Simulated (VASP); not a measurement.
Runs of VASP 6.6.1 on ZnO. The structure is that of space group P6/mmm (No. 191), or close to it. The cells are those of the table. 

```csv
task,potentials or basis,spin,cell,k mesh,cutoff (eV),smearing,second run,k mesh for the DOS,occupations for the DOS,gap on the mesh (eV),pressure (GPa),relaxed volume (Å³/atom)
relaxation of cell and atoms,"VASP PAW PBE potentials, release 64 (Zn, O)",off,"relaxed from a = 4.338, b = 4.338, c = 3.456 Å, angles 90.0, 90.0, 120.0°, 2 atoms",6 × 6 × 8,600,gaussian 0.02 eV,-,-,-,1.66,0.0,34.12
single point,"VASP PAW PBE potentials, release 64 (Zn, O)",off,"a = 4.338, b = 4.338, c = 3.456 Å, angles 90.0, 90.0, 120.0°, 2 atoms",6 × 6 × 6,520,gaussian 0.1 eV,-,-,-,1.38,0.8,-
relaxation of cell and atoms,"VASP PAW PBE potentials, release 64 (Zn, O_h)",off,"relaxed from a = 4.338, b = 4.338, c = 3.456 Å, angles 90.0, 90.0, 120.0°, 2 atoms",6 × 6 × 8,910,gaussian 0.02 eV,hard_potentials,-,-,1.38,0.0,28.77
single point,"VASP PAW PBE potentials, release 64 (Zn, O)","collinear, ferromagnetic start","a = 2.849, b = 2.849, c = 3.449 Å, angles 90.0, 90.0, 120.0°, 2 atoms",6 × 6 × 6,520,gaussian 0.1 eV,-,-,-,none,18.6,-
relaxation of cell and atoms,"VASP PAW PBE potentials, release 64 (Zn, O)",off,"relaxed from a = 4.934, b = 4.934, c = 3.459 Å, angles 90.0, 90.0, 120.0°, 2 atoms",6 × 6 × 8,600,gaussian 0.02 eV,-,-,-,(a),0.0,(c)
single point,"VASP PAW PBE potentials, release 64 (Zn, O)",off,"a = 4.934, b = 4.934, c = 3.459 Å, angles 90.0, 90.0, 120.0°, 2 atoms",6 × 6 × 8,520,gaussian 0.02 eV,-,-,-,1.80,(d),-
relaxation of cell and atoms,"VASP PAW PBE potentials, release 64 (Zn, O_h)",off,"relaxed from a = 2.849, b = 2.849, c = 3.449 Å, angles 90.0, 90.0, 120.0°, 2 atoms",6 × 6 × 6,910,gaussian 0.1 eV,hard_potentials,-,-,none,-0.1,(b)
relaxation of cell and atoms,"VASP PAW PBE potentials, release 64 (Zn, O)",off,"relaxed from a = 2.849, b = 2.849, c = 3.449 Å, angles 90.0, 90.0, 120.0°, 2 atoms",6 × 6 × 6,600,gaussian 0.1 eV,-,-,-,0.30,0.1,18.76
```

Alike in all rows: level PBE.

Task: Fill in the values left out.

Result: (a) 1.77; (b) 16.06; (c) 36.59; (d) 0.5.

Caveats: some runs use coarse meshes; the volume moved by over 15 % at a fixed basis, so the end points are rough (some runs); the cutoff is under 1.25 times the usual one of these potentials, so pressure, stress and relaxed cells hold a basis-set (Pulay) error (some runs).

A k mesh can miss the band edges.

A gap of «none» marks levels without a gap at the run's occupations.
